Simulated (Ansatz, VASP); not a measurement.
**Two plane-wave programs on VO2**

```
CELL_PARAMETERS angstrom
4.40759 0.00000 0.00000
0.00000 4.40759 0.00000
0.00000 0.00000 2.98744
ATOMIC_POSITIONS crystal
V 0.00000 0.00000 0.00000
V 0.50000 0.50000 0.50000
O 0.29897 0.29897 0.00000
O 0.70103 0.70103 0.00000
O 0.79897 0.20103 0.50000
O 0.20103 0.79897 0.50000
```

Alike in both runs: task single point; functional PBE; k mesh 6 × 6 × 10; occupations gaussian, width 0.02 eV; collinear spin; Hubbard terms V d U = 3.25 eV.

```csv
,VASP,Ansatz
version,VASP 6.6.1,Ansatz 0.2.0
potentials or method,"VASP PAW PBE potentials, release 64 (V_sv, O), cutoff 600 eV","scalar-relativistic, plane waves, PAW"
valence electrons in the cell,50,50
```

Ansatz gave:

- gap on the k mesh at the Fermi level (eV): 1.00
- least direct gap on the mesh (eV): 1.23
- pressure (GPa): 12.0
- traceless stress, the component that is largest in VASP (GPa): 0.07
- rms of the force components (eV/Å): 0.005
- net moment per atom (μB): 0.33
- size of the moment on the site where the two differ most (μB): 0.83

Task: Which values does VASP return?

Result: gap on the k mesh at the Fermi level (eV): 1.06; least direct gap on the mesh (eV): 1.29; pressure (GPa): 15.9; traceless stress, the component that is largest in VASP (GPa): -0.15; rms of the force components (eV/Å): 0.024; net moment per atom (μB): 0.33; size of the moment on the site where the two differ most (μB): 1.06.

Site moments also hang on the region over which each program counts them. The programs project onto different local orbitals, so the same U acts differently, and such runs can settle in different states. Atom by atom the forces differ by 0.029 eV/Å (rms over components). Ansatz's warnings: stability check not made.
